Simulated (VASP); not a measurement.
# Se (P4/mmm) in VASP: a series of runs, part 2 of 2

VASP 6.6.1. Earlier steps stand in the parts before.

## 4. Relaxation of cell and atoms, PBE

INCAR

```
SYSTEM = Se
  PREC = Accurate
  ENCUT = 600
  EDIFF = 1E-7
  ISMEAR = 0
  SIGMA = 0.1
  LREAL = .FALSE.
  LASPH = .TRUE.
  NELM = 80
  ALGO = Normal
  ISIF = 3
  LWAVE = .FALSE.
  LCHARG = .FALSE.
  GGA = PE
  IBRION = 2
  NSW = 90
  EDIFFG = -0.04
```

KPOINTS

```
Automatic mesh
0
G
  4 4 8
  0 0 0
```

POSCAR

```
Se
1.0
    4.9390283200      0.0000000000      0.0000000000
    0.0000000000      4.9390283200      0.0000000000
    0.0000000000      0.0000000000      2.3073144500
Se
3
Direct
    0.0000000000      0.0000000000      0.0000000000
    0.0000000000      0.5000000000      0.0000000000
    0.5000000000      0.0000000000      0.0000000000
```

Potentials or basis: VASP PAW PBE potentials, release 64 (Se).

Started as:

```sh
$ cat potpaw_PBE.64/Se/POTCAR > POTCAR
$ mpirun -np 1 vasp_std > vasp.out
```

OUTCAR:

```text
SYSTEM = Se
   PREC = Accurate
   ENCUT = 600
   EDIFF = 1E-7
   ISMEAR = 0
   LREAL = .FALSE.
   LASPH = .TRUE.
   NELM = 80
   ISIF = 3
   GGA = PE
   IBRION = 2
   NSW = 90
   EDIFFG = -0.04

 ion  position               nearest neighbor table
   1  0.000  0.000  0.000-   2 2.47   3 2.47   2 2.47   3 2.47
   2  0.000  0.500  0.000-   1 2.47   1 2.47
   3  0.500  0.000  0.000-   1 2.47   1 2.47

  LATTYP: Found a simple tetragonal cell.
 ALAT       =     4.9390283200
 C/A-ratio  =     0.4671595910

  Lattice vectors:

 A1 = (   4.9390283200,   0.0000000000,   0.0000000000)
 A2 = (   0.0000000000,   4.9390283200,   0.0000000000)
 A3 = (   0.0000000000,   0.0000000000,   2.3073144500)

Analysis of symmetry for initial positions (statically):
=====================================================================
 Subroutine PRICEL returns:
 Original cell was already a primitive cell.

 Routine SETGRP: Setting up the symmetry group for a
 simple tetragonal supercell.

 Subroutine GETGRP returns: Found 16 space group operations
 (whereof 16 operations were pure point group operations)
 out of a pool of 16 trial point group operations.

The static configuration has the point symmetry D_4h.

Analysis of symmetry for dynamics (positions and initial velocities):
=====================================================================
 Subroutine PRICEL returns:
[... 134 lines left out ...]
  Thomas-Fermi vector in A             =   2.256170
   LORBIT       =      0    0 simple, 1 ext, 2 COOP (PROOUT), +10 PAW based schemes
   GGA     = PE    functional components
   LHFCALC =     F    Hartree Fock is set to
   AEXX    =    0.0000 exact exchange contribution
   IVDW    =     0    specifies the selected vdW correction
   LEPSILON=     F    determine dielectric tensor
   LRPA    =     F    only Hartree local field effects (RPA)
 conjugate gradient relaxation of ions
 non-spin polarized calculation
 Gauss-broadening in eV      SIGMA  =   0.10
  energy-cutoff  :      600.00
  volume of cell :       56.28
 maximum number of plane-waves:      1916
 NGX is ok and might be reduce to    40
   NGX = 19   NGY = 19   NGZ =  9

--------------------------------------- Ionic step        1  -------------------------------------------

 number of electron      18.0000001 magnetization

 Free energy of the ion-electron system (eV)
  ---------------------------------------------------
  ext. energy  EPLUGINS =         0.00000000
  ---------------------------------------------------
  free energy    TOTEN  =        -6.79012085 eV

  energy without entropy =       -6.78337209  energy(sigma->0) =       -6.78674647

 E-fermi :   7.1077     XC(G=0): -10.4182

 val. band max:        7.0790936009   @ k =   0.2500   0.0000   0.0000
 cond. band min:       7.2132603239   @ k =   0.2500   0.2500   0.1250
 fundamental gap:      0.1341667230
 Fermi energy:         7.1077275006
[... 998 lines left out ...]
--------------------------------------- Ionic step        7  -------------------------------------------

 number of electron      18.0000000 magnetization

 Free energy of the ion-electron system (eV)
  ---------------------------------------------------
  ext. energy  EPLUGINS =         0.00000000
  ---------------------------------------------------
  free energy    TOTEN  =        -9.86873733 eV

  energy without entropy =       -9.86366824  energy(sigma->0) =       -9.86620278

 E-fermi :   2.5102     XC(G=0):  -8.8315

 val. band max:        2.4689934797   @ k =   0.5000   0.0000   0.5000
 cond. band min:       2.6036762348   @ k =   0.0000   0.0000   0.2500
 fundamental gap:      0.1346827551
 Fermi energy:         2.5102465683
[... 414 lines left out ...]
  FREE ENERGIE OF THE ION-ELECTRON SYSTEM (eV)
  ---------------------------------------------------
  free  energy   TOTEN  =        -9.8687373252 eV

  energy  without entropy=       -9.8636682439  energy(sigma->0) =       -9.86620278

 reached required accuracy - stopping structural energy minimisation
```

CONTCAR:

```text
Se
   1.00000000000000
     5.4681864585760920    0.0000000000000000    0.0000000000000000
     0.0000000000000000    5.4681864585760920    0.0000000000000000
     0.0000000000000000    0.0000000000000000    2.7121921855529720
  Se
     3
Direct
     0.0000000000000000    0.0000000000000000    0.0000000000000000
     0.0000000000000000    0.5000000000000000    0.0000000000000000
     0.5000000000000000    0.0000000000000000    0.0000000000000000

  0.00000000E+00  0.00000000E+00  0.00000000E+00
  0.00000000E+00  0.00000000E+00  0.00000000E+00
  0.00000000E+00  0.00000000E+00  0.00000000E+00
```

It took 80 s on 1 thread of Intel Xeon 6975P-C (Granite Rapids), shared host; peak memory 0.18 GiB.

Results:

```yaml
Free_energy: -9.8687 eV
Relaxed_volume: 27.03 Å³/atom
Relaxed_cell: a = 5.468 Å, b = 5.468 Å, c = 2.712 Å, α = 90.00°, β = 90.00°, γ = 90.00°
Space_group_after_relaxing_to_0.05_Å: P4/mmm (No. 123)
Energy_gained_by_relaxing: 1026.2 meV/atom
Ionic_steps: 7
Pressure_after_relaxing: 0.0 GPa
Band_gap_on_the_k_mesh: zero (band 9 reaches 5.46 eV, above the bottom of band 10 at 1.53 eV)
```

Stress tensor (GPa, compression positive):
```
-0.05  0.00  0.00
 0.00 -0.05  0.00
 0.00  0.00  0.09
```

The path:
```
step  energy change (eV)  largest force (eV/Å)  pressure (GPa)  volume (Å³)
   1              0.0000                0.0000           48.49        56.28
   2             -1.5001                0.0000           -7.85       114.31
   3             -2.9647                0.0000            0.19        79.92
   4             -2.9745                0.0000            1.06        78.75
   5             -2.9770                0.0000            2.20        77.36
   6             -3.0773                0.0000           -0.16        81.48
   7             -3.0786                0.0000            0.00        81.10
```

Final structure:
```
CELL_PARAMETERS angstrom
5.46819 0.00000 0.00000
0.00000 5.46819 0.00000
0.00000 0.00000 2.71219
ATOMIC_POSITIONS crystal
Se 0.00000 0.00000 0.00000
Se 0.00000 0.50000 0.00000
Se 0.50000 0.00000 0.00000
```

Caveat: the volume moved by over 15 % at a fixed basis, so the end points are rough.

## 5. Summary

```csv
task,cell,cutoff (eV),gap on the mesh (eV),pressure (GPa)
single point,"a = 4.939, b = 4.939, c = 2.307 Å, 3 atoms",520,none,48.5
single point,"a = 5.465, b = 5.465, c = 2.712 Å, 3 atoms",520,none,0.1
relaxation of cell and atoms,"relaxed from a = 4.939, b = 4.939, c = 2.307 Å, 3 atoms",600,none,0.0
```

Alike in all rows: level PBE; potentials or basis VASP PAW PBE potentials, release 64 (Se); no spin polarisation; k mesh 4 × 4 × 8; smearing gaussian 0.1 eV.

Caveats: the volume moved by over 15 % at a fixed basis, so the end points are rough (some runs).

Total energies depend on the potentials used, so only differences within one code and one set of settings carry meaning.
